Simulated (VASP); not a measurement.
# TiO2 (I4/m) in VASP: a series of runs, part 3 of 3

VASP 6.6.1. The steps go on from the part before.

### Step 7. Single point, PBE

This run uses another cell than the first one, of 11.91 Å³/atom, 1.021 times its volume.

Contents of INCAR:

```
ALGO = Normal ; EDIFF = 1E-6
ENCUT = 600 ; GGA = PE
GGA_COMPAT = F ; ISIF = 2
ISMEAR = 0 ; LASPH = T
LCHARG = F ; LREAL = F
LWAVE = F ; NBANDS = 60
NELM = 120 ; PREC = Accurate
SIGMA = 0.011
```

Contents of KPOINTS:

```
k-points
0
Gamma
  8 8 8
```

Contents of POSCAR:

```
TiO2
1.0
   -4.3507577183      4.3507577183      1.8875555959
    4.3507577183     -4.3507577183      1.8875555959
    4.3507577183      4.3507577183     -1.8875555959
Ti O
4 8
Direct
    0.2922817050      0.9971447550      0.2894264600
    0.0028552450      0.2922817050      0.2951369500
    0.9971447550      0.7077182950      0.7048630500
    0.7077182950      0.0028552450      0.7105735400
    0.4988638250      0.8492152850      0.3480791100
    0.1616620200      0.1596026000      0.3212646200
    0.1507847150      0.4988638250      0.6496485400
    0.1596026000      0.8383379800      0.9979405800
    0.8403974000      0.1616620200      0.0020594200
    0.8492152850      0.5011361750      0.3503514600
    0.8383379800      0.8403974000      0.6787353800
    0.5011361750      0.1507847150      0.6519208900
```

Potentials or basis: VASP PAW PBE potentials, release 64 (Ti_sv, O).

On the command line:

```
$ cat potpaw_PBE.64/Ti_sv/POTCAR potpaw_PBE.64/O/POTCAR > POTCAR
$ mpirun -np 1 vasp_std > vasp.out
```

OUTCAR:

```text
EDIFF = 1E-6
   ENCUT = 600
   GGA = PE
   ISIF = 2
   ISMEAR = 0
   LASPH = T
   LREAL = F
   NELM = 120
   PREC = Accurate

 ion  position               nearest neighbor table
   1  0.292  0.997  0.289-   8 1.80   6 1.81  10 1.95  10 1.95   5 2.21  12 2.26
   2  0.003  0.292  0.295-   6 1.80   9 1.81   5 1.95   5 1.95   7 2.21  10 2.26
   3  0.997  0.708  0.705-  11 1.80   8 1.81  12 1.95  12 1.95  10 2.21   7 2.26
   4  0.708  0.003  0.711-   9 1.80  11 1.81   7 1.95   7 1.95  12 2.21   5 2.26
   5  0.499  0.849  0.348-   2 1.95   2 1.95   1 2.21   4 2.26
   6  0.162  0.160  0.321-   2 1.80   1 1.81
   7  0.151  0.499  0.650-   4 1.95   4 1.95   2 2.21   3 2.26
   8  0.160  0.838  0.998-   1 1.80   3 1.81
   9  0.840  0.162  0.002-   4 1.80   2 1.81
  10  0.849  0.501  0.350-   1 1.95   1 1.95   3 2.21   2 2.26
  11  0.838  0.840  0.679-   3 1.80   4 1.81
  12  0.501  0.151  0.652-   3 1.95   3 1.95   4 2.21   1 2.26

  LATTYP: Found a body centered tetragonal cell.
 ALAT       =     8.7015154366
 C/A-ratio  =     0.4338452560

  Lattice vectors:

 A1 = (  -4.3507577183,   4.3507577183,   1.8875555959)
 A2 = (   4.3507577183,  -4.3507577183,   1.8875555959)
 A3 = (   4.3507577183,   4.3507577183,  -1.8875555959)

Analysis of symmetry for initial positions (statically):
=====================================================================
 Subroutine PRICEL returns:
 Original cell was already a primitive cell.

 Routine SETGRP: Setting up the symmetry group for a
 body centered tetragonal supercell.

 Subroutine GETGRP returns: Found  8 space group operations
 (whereof  8 operations were pure point group operations)
 out of a pool of 16 trial point group operations.

The static configuration has the point symmetry C_4h.

Analysis of symmetry for dynamics (positions and initial velocities):
=====================================================================
 Subroutine PRICEL returns:
 Original cell was already a primitive cell.

 Routine SETGRP: Setting up the symmetry group for a
 body centered tetragonal supercell.

 Subroutine GETGRP returns: Found  8 space group operations
 (whereof  8 operations were pure point group operations)
 out of a pool of 16 trial point group operations.

The dynamic configuration has the point symmetry C_4h.

 Subroutine INISYM returns: Found  8 space group operations
 (whereof  8 operations are pure point group operations),
 and found     1 'primitive' translations

----------------------------------------------------------------------------------------

                                     Primitive cell

  volume of cell :     142.9189

  direct lattice vectors                    reciprocal lattice vectors
    -4.350757718  4.350757718  1.887555596     0.000000000  0.114922511  0.264892860
     4.350757718 -4.350757718  1.887555596     0.114922511  0.000000000  0.264892860
     4.350757718  4.350757718 -1.887555596     0.114922511  0.114922511  0.000000000

  length of vectors
     6.435918860  6.435918860  6.435918860     0.288748005  0.288748005  0.162524973

  position of ions in fractional coordinates (direct lattice)
     0.292281705  0.997144755  0.289426460
     0.002855245  0.292281705  0.295136950
     0.997144755  0.707718295  0.704863050
[... 76 lines left out ...]
 -0.250000  0.375000  0.000000      8.000000
 [... further k-points ...]
   k-points           NKPTS =     78   k-points in BZ     NKDIM =     78   number of bands    NBANDS=     60
   number of dos      NEDOS =    301   number of ions     NIONS =     12
   total plane-waves  NPLWV = 157464
   dimension x,y,z NGX =    54 NGY =   54 NGZ =   54
   dimension x,y,z NGXF=   108 NGYF=  108 NGZF=  108
   ions per type =               4   8
   NGX,Y,Z   is equivalent  to a cutoff of  13.95, 13.95, 13.95 a.u.
   NGXF,Y,Z  is equivalent  to a cutoff of  27.90, 27.90, 27.90 a.u.
 SYSTEM =  unknown system
   PREC   = accura    normal or accurate (medium, high low for compatibility)
   ISTART =      0    job   : 0-new  1-cont  2-samecut
   ICHARG =      2    charge: 1-file 2-atom 10-const
   ISPIN  =      1    spin polarized calculation?
   LNONCOLLINEAR =      F non collinear calculations
   LSORBIT =      F    spin-orbit coupling
   LASPH  =      T    aspherical Exc in radial PAW
   ENCUT  =  600.0 eV  44.10 Ry    6.64 a.u.  12.85 12.85 12.85*2*pi/ulx,y,z
   NELM   =    120;   NELMIN=  2; NELMDL= -5     # of ELM steps
   EDIFF  = 0.1E-05   stopping-criterion for ELM
   LREAL  =      F    real-space projection
   EDIFFG = 0.1E-04   stopping-criterion for IOM
   NSW    =      0    number of steps for IOM
   IBRION =     -1    ionic relax: 0-MD 1-quasi-New 2-CG
   NFREE  =      0    steps in history (QN), initial steepest desc. (CG)
   ISIF   =      2    stress and relaxation
   ISYM   =      2    0-nonsym 1-usesym 2-fastsym
   POTIM  = 0.5000    time-step for ionic-motion
   TEBEG  =    0.0;   TEEND  =   0.0 temperature during run
   PSTRESS=    0.0 pullay stress
   NELECT =      96.0000    total number of electrons
   NUPDOWN=      -1.0000    fix difference up-down
   EMIN   =  10.00;   EMAX   =-10.00  energy-range for DOS
   EFERMI =   0.00;   METHOD = LEGACY
   ISMEAR =     0;   SIGMA  =   0.01  broadening in eV -4-tet -1-fermi 0-gaus
   EFERMI_NEDOS =   21; number of points for ismear=-14 and -15
   IALGO  =     38    algorithm
   IMIX   =      4    mixing-type and parameters
     AMIX     =   0.40;   BMIX     =  1.00
     AMIX_MAG =   1.60;   BMIX_MAG =  1.00
  volume/ion in A,a.u.               =      11.91        80.37
  Fermi-wavevector in a.u.,A,eV,Ry     =   1.433734  2.709365 27.968062  2.055595
  Thomas-Fermi vector in A             =   2.553220
   LORBIT       =      0    0 simple, 1 ext, 2 COOP (PROOUT), +10 PAW based schemes
   GGA     = PE    functional components
   LHFCALC =     F    Hartree Fock is set to
   AEXX    =    0.0000 exact exchange contribution
   IVDW    =     0    specifies the selected vdW correction
   LEPSILON=     F    determine dielectric tensor
   LRPA    =     F    only Hartree local field effects (RPA)
 non-spin polarized calculation
 Gauss-broadening in eV      SIGMA  =   0.01
  energy-cutoff  :      600.00
  volume of cell :      142.92
 maximum number of plane-waves:      4816
 NGX is ok and might be reduce to    54
   NGX = 25   NGY = 25   NGZ = 25

 number of electron      96.0000008 magnetization

 Free energy of the ion-electron system (eV)
  ---------------------------------------------------
  ext. energy  EPLUGINS =         0.00000000
  ---------------------------------------------------
  free energy    TOTEN  =      -107.31088525 eV

  energy without entropy =     -107.31088525  energy(sigma->0) =     -107.31088525

 E-fermi :   3.2595     XC(G=0): -10.4179

 val. band max:        3.0625160852   @ k =   0.5000   0.5000   0.5000
 cond. band min:       4.6867411831   @ k =   0.0000   0.0000   0.0000
 fundamental gap:      1.6242250980
 Fermi energy:         3.2594768107

 k-point     1 :       0.0000    0.0000    0.0000
  band No.  band energies     occupation
      1     -53.3211      2.00000
      2     -53.3015      2.00000
      3     -53.3015      2.00000
      4     -53.2851      2.00000
      5     -29.7459      2.00000
      6     -29.7266      2.00000
[... 1501 lines left out ...]
     59       7.4964      0.00000
     60       7.6935      0.00000

 [... further k-points ...]
[... 5 lines left out ...]
  --------------------------------------------------------------------------------------
  -------------------------------------------------------------------------------------
  Total        3.1339585      3.1339585      3.3282965      0.0000005     -0.0000000      0.0000000
  in kB       35.1329234     35.1329234     37.3115291      0.0000058     -0.0000000      0.0000000
  external PRESSURE =      35.8591253 kB  Pullay stress =       0.0000000 kB

 VOLUME and BASIS-vectors are now :
 -----------------------------------------------------------------------------
  energy-cutoff  :      600.00
  volume of cell :      142.92
      direct lattice vectors                 reciprocal lattice vectors
    -4.350757718  4.350757718  1.887555596     0.000000000  0.114922511  0.264892860
     4.350757718 -4.350757718  1.887555596     0.114922511  0.000000000  0.264892860
     4.350757718  4.350757718 -1.887555596     0.114922511  0.114922511  0.000000000

 POSITION                                       TOTAL-FORCE (eV/Angst)
 -----------------------------------------------------------------------------------
      4.32591     -1.80746      1.88756        -0.021365     -0.111433     -0.000000
      2.54329      0.02484      0.00000        -0.111433      0.021365     -0.000000
      1.80746      4.32591      1.88756         0.111433     -0.021365      0.000000
      0.02484      6.15822      0.00000         0.021365      0.111433      0.000000
      3.03870     -0.00989      1.88756        -0.087175      0.012419     -0.000000
      1.38878      1.40670     -0.00000         0.009228     -0.043589      0.000000
      4.34087      1.31206      0.00000         0.012419      0.087175      0.000000
      7.29481      1.38878      0.00000         0.043589      0.009228      0.000000
     -2.94405      2.96197      1.88756        -0.043589     -0.009228     -0.000000
      0.00989      3.03870      1.88756        -0.012419     -0.087175     -0.000000
      2.96197      2.94405      1.88756        -0.009228      0.043589      0.000000
      1.31206      4.36064      0.00000         0.087175     -0.012419      0.000000
 -----------------------------------------------------------------------------------
    total drift:                                0.000000     -0.000000      0.000000

  FREE ENERGIE OF THE ION-ELECTRON SYSTEM (eV)
  ---------------------------------------------------
  free  energy   TOTEN  =      -107.3108852494 eV

  energy  without entropy=     -107.3108852494  energy(sigma->0) =     -107.31088525
```

Run time: 30 min. Hardware: 1 thread of AMD EPYC 9R45 (Zen 5), shared host; peak memory 0.74 GiB.

What came out:

```
Free energy            : -107.3109 eV
Pressure               : 3.6 GPa
Largest force          : 0.113 eV/Å
Band gap on the k mesh : 1.62 eV, indirect (least direct gap 2.32 eV)
```

Forces on the atoms (eV/Å):
```
Ti  -0.021 -0.111  0.000
Ti  -0.111  0.021  0.000
Ti   0.111 -0.021  0.000
Ti   0.021  0.111  0.000
O   -0.087  0.012  0.000
O    0.009 -0.044  0.000
O    0.012  0.087  0.000
O    0.044  0.009  0.000
O   -0.044 -0.009  0.000
O   -0.012 -0.087  0.000
O   -0.009  0.044  0.000
O    0.087 -0.012  0.000
```

A k mesh can miss the band edges. Expect the measured gap to be larger: semilocal functionals such as PBE lack the derivative discontinuity.

### Step 8. Overview

```csv
level,cell,k mesh,cutoff (eV),smearing,gap on the mesh (eV),pressure (GPa),largest force (eV/Å)
PBEsol+D4,"a = 6.389 Å, angles 94.9, 94.9, 145.9°, 12 atoms",8 × 8 × 8,520,fermi-dirac 0.05 eV,1.59,0.7,0.08
PBEsol,"a = 6.436 Å, angles 94.9, 94.9, 145.9°, 12 atoms",8 × 8 × 8,520,fermi-dirac 0.05 eV,1.56,-1.9,0.07
PBEsol,"a = 6.408 Å, angles 94.9, 94.9, 145.9°, 12 atoms",8 × 8 × 8,520,fermi-dirac 0.05 eV,1.58,0.7,0.08
PBE,"a = 6.458 Å, angles 95.3, 95.3, 144.6°, 12 atoms",6 × 6 × 6,520,fermi-dirac 0.05 eV,1.62,-3.0,0.68
PBE,"a = 6.425 Å, angles 94.8, 94.8, 146.5°, 12 atoms",6 × 6 × 6,520,fermi-dirac 0.05 eV,1.62,8.2,0.60
PBE,"a = 6.436 Å, angles 94.9, 94.9, 145.9°, 12 atoms",8 × 8 × 8,600,gaussian 0.011 eV,1.62,3.6,0.11
```

Alike in all rows: task single point; potentials or basis VASP PAW PBE potentials, release 64 (Ti_sv, O); no spin polarisation.

Caveats: the PAW data sets were made with another functional, which shifts forces and pressure a little (some runs).

Total energies depend on the potentials used, so only differences within one code and one set of settings carry meaning.
